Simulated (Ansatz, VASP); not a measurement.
# Sr in VASP and in Ansatz

File INCAR:

```
SYSTEM = Sr
ALGO = Normal
EDIFF = 1E-6
ENCUT = 520
ISIF = 2
ISMEAR = -1
LASPH = .TRUE.
LCHARG = .FALSE.
LREAL = .FALSE.
LWAVE = .FALSE.
NBANDS = 28
NELM = 100
PREC = Accurate
SIGMA = 0.1
```

The input KPOINTS:

```
k-points
0
G
  10 10 3
  0 0 0
```

The input POSCAR:

```
Sr
1.0
    4.1568689169      0.0000000000      0.0000000000
   -2.0784344584      3.5999540822      0.0000000000
    0.0000000000      0.0000000000     13.5973494547
Sr
4
Direct
    0.0000000000      0.0000000000      1.0000000000
    0.0000000000      0.0000000000      0.5000000000
    0.3333333333      0.6666666667      0.2500000000
    0.6666666667      0.3333333333      0.7500000000
```

Input for Ansatz:

```yaml
crystal:
  lattice:
    - [4.1568689169, 0.0, 0.0]
    - [-2.0784344584, 3.5999540822, 0.0]
    - [0.0, 0.0, 13.5973494547]
  atoms:
    - { symbol: Sr, position: [0.0, 0.0, 1.0] }
    - { symbol: Sr, position: [0.0, 0.0, 0.5] }
    - { symbol: Sr, position: [0.3333333333, 0.6666666667, 0.25] }
    - { symbol: Sr, position: [0.6666666667, 0.3333333333, 0.75] }
hamiltonian:
  xc: lda
  pseudopotentials:
    kind: paw
    azcp:
      Sr: "pseudopotentials/Sr.paw.azcp"
basis:
  ecutwfc: 420
  fft_grid_basis: typed
kpoints:
  mp_grid: { grid: [10, 10, 3], shift: [0, 0, 0] }
magnetization:
  spin_polarized: false
scf:
  occupations: { method: fermi_dirac, width: 0.1 }
  lower_state_search: "off"
output:
  stress: true
```

Alike in both runs: task single point; functional LDA; k mesh 10 × 10 × 3; occupations fermi-dirac, width 0.1 eV; no spin polarisation.

|  | VASP | Ansatz |
| --- | --- | --- |
| version | VASP 6.6.1 | Ansatz 0.2.0 |
| potentials or method | VASP PAW LDA potentials, release 64 (Sr_sv), cutoff 520 eV | plane waves (420 eV) with PAW, scalar-relativistic |
| valence electrons in the cell | 40 | 40 |

|  | VASP | Ansatz | Ansatz less VASP |
| --- | --- | --- | --- |
| pressure (GPa) | -0.5 | -0.5 | 0.00 |

Ansatz warns that its potentials were made for another functional, while VASP's fit it. LDA's correlation is that of Perdew and Zunger in VASP and of Perdew and Wang (1992) in Ansatz.
